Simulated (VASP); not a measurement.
# AlSi23HO48 (a cell with a defect) in VASP: notebook, part 2 of 2

VASP 6.6.1. The steps go on from the part before.

**3. Single point, PBE+D3(BJ)**

The input, INCAR:

```
PREC     = Accurate       # precision mode
ENCUT    = 520            # plane-wave cutoff, eV
EDIFF    = 1E-6           # SCF threshold, eV
ISMEAR   = 0              # smearing method
SIGMA    = 0.02           # smearing width, eV
LREAL    = Auto         
LASPH    = True           # aspherical terms in the spheres
NELM     = 100            # most SCF steps
ALGO     = Normal         # electronic algorithm
ISIF     = 2              # what is computed and relaxed
LWAVE    = False          # write WAVECAR
LCHARG   = False          # write CHGCAR
GGA      = PE             # functional
IVDW     = 12             # dispersion correction
NBANDS   = 234            # bands
```

The input, KPOINTS:

```
regular mesh
0
Gamma
  1 1 1
```

The input, POSCAR:

```
AlSi23HO48
1.0
    9.8316000000      0.0000000000      0.0000000000
   -4.9158000000      8.5144150000      0.0000000000
    0.0000000000      0.0000000000     10.8182000000
Si O Al H
23 48 1 1
Direct
    0.2665240000      0.0059135000      0.1655480000
    0.0047801000      0.2668430000      0.3336890000
    0.2385990000      0.2405240000      0.9993619200
    0.2643930000      0.9914680000      0.6636310000
    0.9894460000      0.2647620000      0.8359160000
    0.2293890000      0.2223500000      0.5039390000
    0.2727950000      0.5039720000      0.1701260000
    0.0007480400      0.7714690000      0.3320030000
    0.2399190000      0.7394080000      0.0036103000
    0.0005861100      0.7613600000      0.8352580000
    0.2367220000      0.7327650000      0.4952940000
    0.7737470000      0.0013135000      0.1675400000
    0.4994380000      0.2689920000      0.3361520000
    0.7231280000      0.2276360000      0.0052600000
    0.7672260000      0.0003560100      0.6682640000
    0.4965340000      0.2621350000      0.8323230000
    0.7339230000      0.2294280000      0.4977480000
    0.7650270000      0.5009460000      0.1701520000
    0.5060110000      0.7694440000      0.3373120000
    0.7350110000      0.7342260000      0.0017393000
    0.7695000000      0.4946490000      0.6683140000
    0.5049940000      0.7715690000      0.8364450000
    0.7366290000      0.7353900000      0.5035120000
    0.0669300000      0.1970330000      0.4418620000
    0.3005170000      0.3678670000      0.1107810000
    0.1415150000      0.4331920000      0.2788680000
    0.2055230000      0.0726220000      0.0529050000
    0.3638220000      0.2956960000      0.3956590000
    0.4304760000      0.1432870000      0.2228400000
    0.0774410000      0.2214290000      0.9403120000
    0.2816500000      0.3345550000      0.6226230000
    0.1127490000      0.4436080000      0.7736440000
    0.2025460000      0.0517640000      0.5480320000
    0.3666400000      0.3006510000      0.8886370000
    0.4259760000      0.1307370000      0.7237120000
    0.0744250000      0.7148220000      0.4404160000
    0.2990230000      0.8705150000      0.1122040000
    0.1321980000      0.9367910000      0.2719290000
    0.2122820000      0.5747800000      0.0606630000
    0.3722160000      0.8059320000      0.3878360000
    0.4380460000      0.6385040000      0.2276310000
    0.0725450000      0.7073100000      0.9477570000
    0.2961460000      0.8548910000      0.6125940000
    0.1305640000      0.9238230000      0.7720150000
    0.2046780000      0.5650810000      0.5413850000
    0.3666500000      0.8003610000      0.8916470000
    0.4446260000      0.6419540000      0.7304500000
    0.5694620000      0.2032300000      0.4422660000
    0.7877240000      0.3607110000      0.1128000000
    0.6375250000      0.4354250000      0.2820770000
    0.7013660000      0.0652280000      0.0614060000
    0.8647800000      0.2916250000      0.3887050000
    0.9390500000      0.1430300000      0.2186820000
    0.5593170000      0.1980150000      0.9456520000
    0.7972430000      0.3592890000      0.6087090000
    0.6382200000      0.4247080000      0.7766210000
    0.7041580000      0.0647460000      0.5563510000
    0.8528310000      0.2900690000      0.8935630000
    0.9329220000      0.1411050000      0.7233450000
    0.5690300000      0.7046840000      0.4500810000
    0.8090660000      0.8707120000      0.1071580000
    0.6493380000      0.9307470000      0.2810300000
    0.7023520000      0.5687240000      0.0603190000
    0.8621690000      0.7960110000      0.3902950000
    0.9317650000      0.6379980000      0.2237340000
    0.5714880000      0.7153310000      0.9525590000
    0.7999120000      0.8658140000      0.6135890000
    0.6435860000      0.9394650000      0.7823920000
    0.7160940000      0.5738100000      0.5617710000
    0.8581930000      0.7836980000      0.8863920000
    0.9385760000      0.6183740000      0.7325650000
    0.2790850000      0.5026830000      0.6579390000
    0.0511445700      0.5105018000      0.7565003000
```

Potentials or basis: VASP PAW PBE potentials, release 64 (Si, O, Al, H).

Started as:

```console
cat potpaw_PBE.64/Si/POTCAR potpaw_PBE.64/O/POTCAR potpaw_PBE.64/Al/POTCAR potpaw_PBE.64/H/POTCAR > POTCAR
mpirun -np 1 vasp_gam > vasp.out
```

OUTCAR:

```text
PREC = Accurate
   ENCUT = 520
   EDIFF = 1E-6
   ISMEAR = 0
   LREAL = Auto
   LASPH = True
   NELM = 100
   ISIF = 2
   GGA = PE
   IVDW = 12
 IVDW          = 12

 ion  position               nearest neighbor table
   1  0.267  0.006  0.166-  29 1.62  37 1.62  38 1.62  27 1.63   3 3.04   9 3.05   8 3.06  13 3.07

   2  0.005  0.267  0.334-  24 1.62  26 1.62  52 1.63  53 1.63  12 3.05   7 3.06  17 3.07   6 3.07

   3  0.239  0.241  0.999-  34 1.62  25 1.62  27 1.62  30 1.63  16 3.03   1 3.04   7 3.06   5 3.13

   4  0.264  0.991  0.664-  43 1.62  33 1.63  35 1.63  44 1.64   6 3.01  11 3.03  10 3.07  16 3.09

   5  0.989  0.265  0.836-  30 1.60  58 1.61  59 1.61  32 1.70  15 3.02  14 3.06   3 3.13
   6  0.229  0.222  0.504-  31 1.60  24 1.63  33 1.63  28 1.64   4 3.01  72 3.04  13 3.06   2 3.07

   7  0.273  0.504  0.170-  41 1.62  26 1.62  25 1.63  39 1.63  19 3.06   3 3.06   2 3.06   9 3.07

   8  0.001  0.771  0.332-  36 1.62  38 1.62  64 1.63  65 1.63  18 3.06   1 3.06  23 3.06  11 3.09
[... 31 lines left out ...]
  24  0.067  0.197  0.442-   2 1.62   6 1.63
  25  0.301  0.368  0.111-   3 1.62   7 1.63
  26  0.142  0.433  0.279-   2 1.62   7 1.62
  27  0.206  0.073  0.053-   3 1.62   1 1.63
[... 358 lines left out ...]
  band No.  band energies     occupation
      1     -18.3054      2.00000
      2     -18.0055      2.00000
      3     -17.8619      2.00000
      4     -17.7794      2.00000
      5     -17.7138      2.00000
      6     -17.6865      2.00000
[... 196 lines left out ...]
    203       9.9118      0.00000
    204       9.9700      0.00000
 [bands above 204 left out]

------------------------ aborting loop because EDIFF is reached ----------------------------------------

 Edisp (eV)  -10.39570

 E8    (eV) :    -3.5310

  FORCE on cell =-STRESS in cart. coord.  units (eV):
  Direction    XX          YY          ZZ          XY          YZ          ZX
  --------------------------------------------------------------------------------------
  -------------------------------------------------------------------------------------
  Total      -0.31703     4.39049     5.07529     2.40093     1.50443    -0.62590
  in kB      -0.56089     7.76765     8.97919     4.24773     2.66164    -1.10735
  external pressure =        5.40 kB  Pullay stress =        0.00 kB

 VOLUME and BASIS-vectors are now :
 -----------------------------------------------------------------------------
  energy-cutoff  :      520.00
  volume of cell :      905.60
      direct lattice vectors                 reciprocal lattice vectors
     9.831600000  0.000000000  0.000000000     0.101712844  0.058723941  0.000000000
    -4.915800000  8.514415000  0.000000000     0.000000000  0.117447881  0.000000000
     0.000000000  0.000000000 10.818200000     0.000000000  0.000000000  0.092436819

 POSITION                                       TOTAL-FORCE (eV/Angst)
 -----------------------------------------------------------------------------------
      2.59129      0.05035      1.79093         0.010691      0.010788     -0.008512
     -1.26475      2.27201      3.60991         0.002768      0.019927     -0.000906
      1.16344      2.04792     10.81130        -0.074483      0.008184     -0.031129
     -2.27445      8.44177      7.17929         0.032440      0.040783     -0.015848
      8.42632      2.25429      9.04311         0.045088      0.328894     -0.142661
      1.16223      1.89318      5.45171        -0.030451      0.001205     -0.007691
[... 65 lines left out ...]
      0.27276      4.28005      7.11772        -0.163182     -0.060179      0.158444
     -2.00669      4.34662      8.18397         2.377035     -1.515711      0.463866
 -----------------------------------------------------------------------------------
    total drift:                                0.009140      0.011862      0.004575

  FREE ENERGIE OF THE ION-ELECTRON SYSTEM (eV)
  ---------------------------------------------------
  free  energy   TOTEN  =      -580.4680223048 eV

  energy  without entropy=     -580.4680223048  energy(sigma->0) =     -580.46802230
```

Run time: 13 min. Hardware: 1 thread of AMD EPYC 7R43 (Zen 3), shared host; peak memory 0.92 GiB.

What came out:

```yaml
Free_energy: -580.4680 eV
Pressure: 0.5 GPa
Largest_force: 2.857 eV/Å
Band_gap_on_the_k_mesh: 5.46 eV
Dispersion_energy_per_atom: -0.142 eV
```

Forces in eV/Å, atoms in the order of the input:
```
Si   0.011  0.011 -0.009
Si   0.003  0.020 -0.001
Si  -0.074  0.008 -0.031
Si   0.032  0.041 -0.016
Si   0.045  0.329 -0.143
Si  -0.030  0.001 -0.008
Si   0.012 -0.008 -0.016
Si  -0.006  0.021 -0.013
Si   0.049 -0.036  0.004
Si  -0.012  0.207  0.191
Si   0.018 -0.015 -0.015
Si   0.008  0.014 -0.008
Si  -0.013  0.008 -0.006
Si   0.031 -0.008 -0.034
Si   0.043  0.051  0.031
Si  -0.034 -0.012  0.032
Si   0.009 -0.043 -0.020
Si   0.023 -0.019 -0.002
Si   0.001  0.010 -0.010
Si  -0.045 -0.020  0.023
Si  -0.159 -0.189 -0.114
Si  -0.028  0.009  0.001
Si  -0.037  0.019 -0.012
O    0.004 -0.003 -0.001
O    0.000  0.000  0.009
O    0.000 -0.005  0.005
O    0.019 -0.017  0.013
O   -0.005 -0.008  0.000
O    0.001  0.008  0.003
O    0.049 -0.035  0.058
O    0.030  0.004  0.000
O   -2.377  1.478 -0.494
O    0.008 -0.018  0.001
O    0.025 -0.006 -0.005
O   -0.010 -0.006 -0.003
O   -0.007  0.007  0.011
O   -0.011 -0.005 -0.006
O    0.005 -0.008  0.002
O    0.000  0.014  0.015
O   -0.016  0.009  0.005
O    0.002  0.016  0.011
O   -0.047 -0.001 -0.057
O   -0.010 -0.011  0.005
O   -0.008 -0.047 -0.007
O    0.005 -0.003 -0.028
O   -0.011  0.007  0.007
O    0.024 -0.001 -0.034
O    0.001  0.012  0.009
O   -0.014  0.010  0.011
O    0.005  0.004  0.000
O    0.010 -0.015  0.014
O   -0.011 -0.006  0.007
O    0.000  0.006  0.004
O   -0.019  0.009 -0.015
O   -0.014  0.048  0.026
O    0.057  0.050 -0.028
O   -0.007  0.006 -0.009
O   -0.099 -0.038  0.067
O   -0.029 -0.093 -0.043
O    0.003  0.002  0.003
O    0.008 -0.012 -0.012
O    0.002 -0.009  0.002
O    0.009  0.005 -0.010
O   -0.002 -0.010  0.007
O   -0.001  0.010  0.006
O    0.008  0.009  0.003
O    0.014 -0.032 -0.011
O   -0.007 -0.008  0.009
O    0.048  0.003  0.048
O    0.042 -0.030 -0.049
O    0.267 -0.111  0.005
Al  -0.163 -0.060  0.158
H    2.377 -1.516  0.464
```

Caveat: the k points lie up to 0.74 Å⁻¹ apart.
